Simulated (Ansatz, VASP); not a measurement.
# Cd3C4: VASP beside Ansatz

File INCAR:

```
SYSTEM = Cd3C4
PREC     = Accurate       ! precision mode
ENCUT    = 520            ! plane-wave cutoff, eV
EDIFF    = 1E-7           ! SCF threshold, eV
ISMEAR   = 0              ! smearing method
SIGMA    = 0.1            ! smearing width, eV
LREAL    = .False.        ! projectors in reciprocal space
LASPH    = .True.         ! aspherical terms in the spheres
NELM     = 100            ! most SCF steps
ALGO     = Normal         ! electronic algorithm
ISIF     = 2              ! what is computed and relaxed
LWAVE    = .False.        ! write WAVECAR
LCHARG   = .False.        ! write CHGCAR
GGA      = PE             ! functional
NBANDS   = 35             ! bands
```

File KPOINTS:

```
regular mesh
0
Gamma
  4 4 4
  0 0 0
```

The input POSCAR:

```
Cd3C4
1.0
    4.6381237700      0.0000000000      0.0000000000
    0.0000000000      4.6381237700      0.0000000000
    0.0000000000      0.0000000000      4.6381237700
Cd C
3 4
Direct
    0.5000000000      0.5000000000      0.0000000000
    0.0000000000      0.5000000000      0.5000000000
    0.5000000000      0.0000000000      0.5000000000
    0.5000000000      0.5000000000      0.5000000000
    0.5000000000      0.0000000000      0.0000000000
    0.0000000000      0.5000000000      0.0000000000
    0.0000000000      0.0000000000      0.5000000000
```

Input for Ansatz:

```yaml
crystal:
  lattice:
    - [4.63812377, 0.0, 0.0]
    - [0.0, 4.63812377, 0.0]
    - [0.0, 0.0, 4.63812377]
  atoms:
    - { symbol: Cd, position: [0.5, 0.5, 0.0] }
    - { symbol: Cd, position: [0.0, 0.5, 0.5] }
    - { symbol: Cd, position: [0.5, 0.0, 0.5] }
    - { symbol: C, position: [0.5, 0.5, 0.5] }
    - { symbol: C, position: [0.5, 0.0, 0.0] }
    - { symbol: C, position: [0.0, 0.5, 0.0] }
    - { symbol: C, position: [0.0, 0.0, 0.5] }
basis:
  ecutwfc: 420
kpoints:
  mp_grid: { grid: [4, 4, 4] }
hamiltonian:
  xc: pbe
scf:
  occupations: { method: gaussian, width: 0.1 }
  lower_state_search: "off"
output:
  forces: true
  stress: true
  eigenvalues: true
```

Change from the starting cell: species swapped into the W3N4 type (Pm-3m, No. 221).

Alike in both runs: task single point; functional PBE; k mesh 4 × 4 × 4; occupations gaussian, width 0.1 eV; no spin polarisation.

|  | VASP | Ansatz |
| --- | --- | --- |
| version | VASP 6.6.1 | Ansatz 0.2.0 |
| potentials or method | VASP PAW PBE potentials, release 64 (Cd, C), cutoff 520 eV | scalar-relativistic, plane waves, PAW |
| valence electrons in the cell | 52 | 76 |

VASP gave:

```
gap on the k mesh at the Fermi level (eV) : none
pressure (GPa)                            : 7.1
```

Problem. What did Ansatz give for the same quantities?

Solution. gap on the k mesh at the Fermi level (eV): none; pressure (GPa): 5.6.

A gap of «none» marks a metal or a gap that the smearing closes. VASP's potentials hold 52 valence electrons a cell and Ansatz's 76, so a difference there can come from the potentials and not from the codes.
